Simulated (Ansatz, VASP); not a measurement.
## Two plane-wave programs on GaP4

```
Ga P
1.0
    -2.85228    2.85228    2.85228
     2.85228   -2.85228    2.85228
     2.85228    2.85228   -2.85228
Ga P
1 4
Cartesian
  0.0000 0.0000 0.0000
  1.4261 1.4261 1.4261
  -1.4261 1.4261 1.4261
  1.4261 1.4261 -1.4261
  1.4261 -1.4261 1.4261
```

Change from the starting cell: species swapped into the Hg4Pt type (Im-3m, No. 229).

Alike in both runs: functional PBE; k mesh 10 × 10 × 10; occupations gaussian, width 0.1 eV; no spin polarisation.

Ansatz relaxed the structure, and its values are those at the end. VASP's run is a single point on that final structure, the one shown.

|  | VASP | Ansatz |
| --- | --- | --- |
| version | VASP 6.6.1 | Ansatz 0.2.0 |
| potentials or method | VASP PAW PBE potentials, release 64 (Ga_d, P), cutoff 520 eV | scalar-relativistic, plane waves, PAW |
| valence electrons in the cell | 33 | 33 |

```tsv
	VASP	Ansatz	Ansatz less VASP
gap on the k mesh at the Fermi level (eV)	none	none	-
pressure (GPa)	0.0	0.0	+0.01
```

A gap of «none» marks a metal or a gap that the smearing closes.
